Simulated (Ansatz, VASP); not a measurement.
**Rh in VASP and in Ansatz**

INCAR

```
SYSTEM = Rh
ALGO = Fast ; EDIFF = 1E-7
ENCUT = 520 ; GGA = CA
ISIF = 2 ; ISMEAR = 0
LASPH = .TRUE. ; LCHARG = .TRUE.
LELF = .TRUE. ; LREAL = .FALSE.
LVHAR = .TRUE. ; LWAVE = .FALSE.
NBANDS = 22 ; NELM = 80
PREC = Accurate ; SIGMA = 0.15
```

File KPOINTS:

```
k-points
0
G
  24 24 12
  0 0 0
```

POSCAR

```
Rh
1.0
    2.8830049769      0.0000000000      0.0000000000
   -1.4415024884      2.4967555492      0.0000000000
    0.0000000000      0.0000000000      3.9737589652
Rh
2
Direct
    0.6666666667      0.3333333333      0.7500000000
    0.3333333333      0.6666666667      0.2500000000
```

Input for Ansatz:

```yaml
crystal:
  lattice:
    - [2.8830049769, 0.0, 0.0]
    - [-1.4415024884, 2.4967555492, 0.0]
    - [0.0, 0.0, 3.9737589652]
  atoms:
    - { symbol: Rh, position: [0.6666666667, 0.3333333333, 0.75] }
    - { symbol: Rh, position: [0.3333333333, 0.6666666667, 0.25] }
basis:
  ecutwfc: 420
kpoints:
  mp_grid: { grid: [24, 24, 12] }
hamiltonian:
  xc: lda
scf:
  occupations: { method: gaussian, width: 0.15 }
output:
  forces: true
  stress: true
  eigenvalues: true
```

Alike in both runs: task single point; functional LDA; k mesh 24 × 24 × 12; occupations gaussian, width 0.15 eV; no spin polarisation.

```csv
,VASP,Ansatz
version,VASP 6.6.1,Ansatz 0.2.0
potentials or method,"VASP PAW LDA potentials, release 64 (Rh_pv), cutoff 520 eV","scalar-relativistic, plane waves, PAW"
valence electrons in the cell,30,34
```

|  | VASP | Ansatz | Ansatz less VASP |
| --- | --- | --- | --- |
| gap on the k mesh at the Fermi level (eV) | none | none | - |
| pressure (GPa) | -11.8 | -12.6 | -0.77 |
| traceless stress, the component that is largest in VASP (GPa) | 19.09 | 18.95 | -0.139 |

LDA's correlation is that of Perdew and Zunger in VASP and of Perdew and Wang (1992) in Ansatz. A gap of «none» marks a metal or a gap that the smearing closes. VASP's potentials hold 30 valence electrons a cell and Ansatz's 34, so a difference there can come from the potentials and not from the codes.
